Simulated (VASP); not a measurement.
# Be3CdSe4 (P-43m) in VASP: a series of runs, part 2 of 2

VASP 6.6.1. The steps go on from the part before.

## (4) Relaxation of cell and atoms, PBEsol

This run uses another cell than the first one, of 20.31 Å³/atom.

Contents of INCAR:

```
SYSTEM = Be3CdSe4
PREC = Accurate
ENCUT = 600
EDIFF = 1E-7
ISMEAR = -1
SIGMA = 0.03
LREAL = .FALSE.
LASPH = .TRUE.
NELM = 120
ALGO = Normal
ISIF = 3
LWAVE = .FALSE.
LCHARG = .FALSE.
GGA = PS
IBRION = 2
NSW = 100
EDIFFG = -0.01
GGA_COMPAT = .FALSE.
NELMIN = 4
```

Contents of KPOINTS:

```
regular mesh
0
G
  4 4 4
  0 0 0
```

Contents of POSCAR:

```
Be3CdSe4
1.0
    5.4569610100      0.0000000000      0.0000000000
    0.0000000000      5.4569610100      0.0000000000
    0.0000000000      0.0000000000      5.4569610100
Be Cd Se
3 1 4
Direct
    0.0000000000      0.0000000000      0.5000000000
    0.0000000000      0.5000000000      0.0000000000
    0.5000000000      0.0000000000      0.0000000000
    0.0000000000      0.0000000000      0.0000000000
    0.2090020100      0.2090020100      0.2090020100
    0.2090020100      0.7909979900      0.7909979900
    0.7909979900      0.2090020100      0.7909979900
    0.7909979900      0.7909979900      0.2090020100
```

Run with:

```console
> cat potpaw_PBE.64/Be/POTCAR potpaw_PBE.64/Cd/POTCAR potpaw_PBE.64/Se/POTCAR > POTCAR
> mpirun -np 1 vasp_std > vasp.out
```

Wall time 28 min (1 thread of Intel Xeon 8259CL, shared host); peak memory 0.34 GiB.

Results (log left out):

- Free energy: -31.9597 eV
- Relaxed volume: 19.06 Å³/atom
- Relaxed cell: a = 5.342 Å, b = 5.342 Å, c = 5.342 Å, α = 90.00°, β = 90.00°, γ = 90.00°
- Space group after relaxing (to 0.1 Å): P-43m (No. 215)
- Energy gained by relaxing: 2025.0 meV/atom
- Ionic steps: 19
- Pressure after relaxing: 0.0 GPa
- Band gap on the k mesh: 2.36 eV

Forces in eV/Å, atoms in the order of the input:
```
Be   0.000  0.000  0.000
Be   0.000  0.000  0.000
Be   0.000  0.000  0.000
Cd   0.000  0.000  0.000
Se  -0.001 -0.001 -0.001
Se  -0.001  0.001  0.001
Se   0.001 -0.001  0.001
Se   0.001  0.001 -0.001
```

Step by step:
```
step  energy change (eV)  largest force (eV/Å)  pressure (GPa)  volume (Å³)
   1              0.0000               19.6911           49.33       162.50
   2              1.8165                1.7498           -9.17       358.41
   3             -2.2215                2.4628          -11.25       316.87
   4             -6.5172                2.7060          -12.62       280.93
   5            -13.9610                0.8019           -9.55       216.34
   6            -14.4519                2.7806            0.68       188.14
   7            -14.7500                0.8220           -5.14       200.06
   8            -14.7666                1.1416           -4.22       197.73
   9            -14.7653                1.2503           -3.90       196.98
  10            -15.3109                1.2962           -2.54       183.28
  11            -15.9372                1.4807            5.75       147.75
  12            -16.1411                0.3306            3.24       146.11
  13            -16.1474                0.0953            2.77       145.75
  14            -16.1867                0.0378            1.33       149.05
  15            -16.2000                0.0294           -0.16       152.88
  16            -16.2001                0.0239           -0.05       152.57
  17            -16.2001                0.0214            0.00       152.43
  18            -16.2002                0.0132            0.02       152.45
  19            -16.2002                0.0021            0.04       152.47
```

Final structure:
```
Be Cd Se
1.0
     5.34229    0.00000    0.00000
     0.00000    5.34229    0.00000
     0.00000    0.00000    5.34229
Be Cd Se
3 1 4
Cartesian
  0.0000 0.0000 2.6711
  0.0000 2.6711 0.0000
  2.6711 0.0000 0.0000
  0.0000 0.0000 0.0000
  1.4575 1.4575 1.4575
  1.4575 3.8848 3.8848
  3.8848 1.4575 3.8848
  3.8848 3.8848 1.4575
```

Levels at points of the mesh, in eV from the valence-band top:
```
           k point  band 17  band 18  band 19  band 20  band 21  band 22  band 23  band 24  band 25  band 26
(0.00, 0.00, 0.00)    -2.45    -2.45     0.00     0.00     0.00     2.36     2.56     2.56     2.56     3.25
(0.50, 0.00, 0.00)    -2.28    -1.73    -1.73    -1.09    -1.09     3.45     3.68     4.22     4.90     4.98
(0.50, 0.50, 0.00)    -2.59    -1.27    -0.81    -0.81    -0.56     3.66     4.36     4.36     4.54     5.53
(0.50, 0.50, 0.50)    -0.67    -0.67    -0.58    -0.58    -0.58     2.65     3.34     3.34     3.34     5.18
```

Caveat: the PAW data sets were made with another functional, which shifts forces and pressure a little.

## (5) Single point, r2SCAN+rVV10

This run uses another cell than the first one, of 19.50 Å³/atom.

Contents of POSCAR:

```
Be3CdSe4
1.0
    5.3836130946      0.0000000000      0.0000000000
    0.0000000000      5.3836130946      0.0000000000
    0.0000000000      0.0000000000      5.3836130946
Be Cd Se
3 1 4
Direct
    0.0000000000      0.0000000000      0.5000000000
    0.0000000000      0.5000000000      0.0000000000
    0.5000000000      0.0000000000      0.0000000000
    0.0000000000      0.0000000000      0.0000000000
    0.2700557813      0.2700557813      0.2700557813
    0.2700557813      0.7299442187      0.7299442187
    0.7299442187      0.2700557813      0.7299442187
    0.7299442187      0.7299442187      0.2700557813
```

Contents of INCAR.step1:

```
PREC = Accurate
ENCUT = 660
ISMEAR = -1
SIGMA = 0.03
LREAL = False
LASPH = True
NELM = 120
NBANDS = 31
GGA = PE
ALGO = Normal
EDIFF = 1E-5
LWAVE = True
LCHARG = False
GGA_COMPAT = False
```

Contents of INCAR.step2:

```
PREC = Accurate
ENCUT = 660
EDIFF = 1E-6
ISMEAR = -1
SIGMA = 0.03
LREAL = False
LASPH = True
NELM = 120
ALGO = Normal
ISIF = 2
LWAVE = False
LCHARG = False
METAGGA = R2SCAN
LMIXTAU = True
LUSE_VDW = True
IVDW_NL = 2
BPARAM = 11.95
CPARAM = 0.0093
NBANDS = 31
ISTART = 1
GGA_COMPAT = False
```

Contents of KPOINTS:

```
regular mesh
0
Gamma
  6 6 6
```

Potentials or basis: VASP PAW PBE potentials, release 64 (Be, Cd, Se).

Run with:

```console
> cat potpaw_PBE.64/Be/POTCAR potpaw_PBE.64/Cd/POTCAR potpaw_PBE.64/Se/POTCAR > POTCAR
> cp INCAR.step1 INCAR
> mpirun -np 1 vasp_std > vasp.out
> cp INCAR.step2 INCAR
> mpirun -np 1 vasp_std > vasp.out
```

OUTCAR:

```text
PREC = Accurate
   ENCUT = 660
   EDIFF = 1E-6
   ISMEAR = -1
   LREAL = False
   LASPH = True
   NELM = 120
   ISIF = 2
   METAGGA = R2SCAN
   IVDW_NL = 2
   BPARAM = 11.95
   ISTART = 1

 ion  position               nearest neighbor table
   1  0.000  0.000  0.500-   5 2.40   6 2.40   7 2.40   8 2.40   4 2.69   4 2.69
   2  0.000  0.500  0.000-   5 2.40   6 2.40   7 2.40   8 2.40   4 2.69   4 2.69
   3  0.500  0.000  0.000-   5 2.40   6 2.40   7 2.40   8 2.40   4 2.69   4 2.69
   4  0.000  0.000  0.000-   5 2.52   6 2.52   7 2.52   8 2.52   2 2.69   3 2.69   1 2.69   1 2.69
                             2 2.69   3 2.69
[... 890 lines left out ...]
  Total        0.3856900      0.3856900      0.3856900      0.0000000      0.0000000      0.0000000
  in kB        3.9602936      3.9602936      3.9602936      0.0000000      0.0000000      0.0000000
  external PRESSURE =       3.9602936 kB  Pullay stress =       0.0000000 kB

 VOLUME and BASIS-vectors are now :
 -----------------------------------------------------------------------------
  energy-cutoff  :      660.00
  volume of cell :      156.03
      direct lattice vectors                 reciprocal lattice vectors
     5.383613095  0.000000000  0.000000000     0.185748861  0.000000000  0.000000000
     0.000000000  5.383613095  0.000000000     0.000000000  0.185748861  0.000000000
     0.000000000  0.000000000  5.383613095     0.000000000  0.000000000  0.185748861

 POSITION                                       TOTAL-FORCE (eV/Angst)
 -----------------------------------------------------------------------------------
      0.00000      0.00000      2.69181         0.000000     -0.000000     -0.000000
      0.00000      2.69181      0.00000         0.000000     -0.000000     -0.000000
      2.69181      0.00000      0.00000         0.000000     -0.000000     -0.000000
      0.00000      0.00000      0.00000        -0.000000     -0.000000     -0.000000
      1.45388      1.45388      1.45388         0.046057      0.046057      0.046057
      1.45388      3.92974      3.92974         0.046057     -0.046057     -0.046057
      3.92974      1.45388      3.92974        -0.046057      0.046057     -0.046057
      3.92974      3.92974      1.45388        -0.046057     -0.046057      0.046057
 -----------------------------------------------------------------------------------
    total drift:                                0.000000      0.000000     -0.000000

  FREE ENERGIE OF THE ION-ELECTRON SYSTEM (eV)
  ---------------------------------------------------
  free  energy   TOTEN  =       -93.5159970713 eV

  energy  without entropy=      -93.5159970713  energy(sigma->0) =      -93.51599707
```

OUTCAR.step1:

```text
PREC = Accurate
   ENCUT = 660
   ISMEAR = -1
   LREAL = False
   LASPH = True
   NELM = 120
[... 917 lines left out ...]
      1.45388      3.92974      3.92974         0.160978     -0.160978     -0.160978
      3.92974      1.45388      3.92974        -0.160978      0.160978     -0.160978
      3.92974      3.92974      1.45388        -0.160978     -0.160978      0.160978
 -----------------------------------------------------------------------------------
    total drift:                                0.000000      0.000000     -0.000000

  FREE ENERGIE OF THE ION-ELECTRON SYSTEM (eV)
  ---------------------------------------------------
  free  energy   TOTEN  =       -29.2693568274 eV

  energy  without entropy=      -29.2693568274  energy(sigma->0) =      -29.26935683
```

Wall time 21 min (1 thread of Intel Xeon 8259CL, shared host); peak memory 0.8 GiB.

Results:

| Property | Result |
| --- | --- |
| Free energy | -93.5160 eV |
| Pressure | 0.4 GPa |
| Largest force | 0.080 eV/Å |
| Band gap on the k mesh | 3.04 eV |

Forces on the atoms (eV/Å):
```
Be   0.000  0.000  0.000
Be   0.000  0.000  0.000
Be   0.000  0.000  0.000
Cd   0.000  0.000  0.000
Se   0.046  0.046  0.046
Se   0.046 -0.046 -0.046
Se  -0.046  0.046 -0.046
Se  -0.046 -0.046  0.046
```

Levels at points of the mesh, in eV from the valence-band top:
```tsv
k point	band 19	band 20	band 21	band 22	band 23	band 24
(0.00, 0.00, 0.00)	0.00	0.00	0.00	3.04	3.04	3.04
(0.50, 0.00, 0.00)	-1.81	-1.07	-1.07	3.99	4.20	4.79
(0.50, 0.50, 0.00)	-0.81	-0.81	-0.69	4.28	4.87	4.87
(0.50, 0.50, 0.50)	-0.59	-0.59	-0.59	3.38	3.80	3.80
```

Caveat: the PAW data sets were made with another functional, which shifts forces and pressure a little. A k mesh can miss the band edges.

## (6) Summary

| task | level | cell | k mesh | cutoff (eV) | gap on the mesh (eV) | pressure (GPa) | largest force (eV/Å) |
| --- | --- | --- | --- | --- | --- | --- | --- |
| single point | PBEsol | a = 5.338 Å, 8 atoms, atomic positions A | 4 × 4 × 4 | 600 | 2.39 | 0.4 | 0.08 |
| single point | r2SCAN+rVV10 | a = 5.384 Å, 8 atoms, atomic positions B | 4 × 4 × 4 | 660 | 3.04 | 0.4 | 0.08 |
| relaxation of cell and atoms | PBEsol | relaxed from a = 5.457 Å, 8 atoms, atomic positions C | 4 × 4 × 4 | 600 | 2.36 | 0.0 | - |
| single point | r2SCAN+rVV10 | a = 5.384 Å, 8 atoms, atomic positions B | 6 × 6 × 6 | 660 | 3.04 | 0.4 | 0.08 |

Alike in all rows: potentials or basis VASP PAW PBE potentials, release 64 (Be, Cd, Se); no spin polarisation; smearing fermi-dirac 0.03 eV.

Caveats: the PAW data sets were made with another functional, which shifts forces and pressure a little.

Absolute energies hang on the potentials; compare differences alone.
